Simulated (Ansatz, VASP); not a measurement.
## MgSe: VASP beside Ansatz

```xyz
2
Lattice="0.0000 2.7337 2.7337 2.7337 0.0000 2.7337 2.7337 2.7337 0.0000" Properties=species:S:1:pos:R:3 pbc="T T T"
Mg    3.4664    2.7419    4.0158
Se    6.2001    5.4756    6.7496
```

Alike in both runs: task single point; functional LDA; k mesh 4 × 4 × 4; no spin polarisation.

```csv
,VASP,Ansatz
version,VASP 6.6.1,Ansatz 0.2.0
potentials or method,"VASP PAW LDA potentials, release 64 (Mg, Se), cutoff 600 eV","scalar-relativistic, plane waves, PAW"
occupations,"gaussian, width 0.1 eV",gaussian
valence electrons in the cell,8,26
```

|  | VASP | Ansatz | Ansatz less VASP |
| --- | --- | --- | --- |
| gap on the k mesh at the Fermi level (eV) | 1.59 | 1.61 | +0.015 |
| least direct gap on the mesh (eV) | 2.32 | 2.30 | -0.021 |
| pressure (GPa) | -2.5 | -2.2 | +0.30 |

LDA's correlation is that of Perdew and Zunger in VASP and of Perdew and Wang (1992) in Ansatz. VASP's potentials hold 8 valence electrons a cell and Ansatz's 26, so a difference there can come from the potentials and not from the codes.

The k mesh is coarse, so the values compare programs but aren't converged.
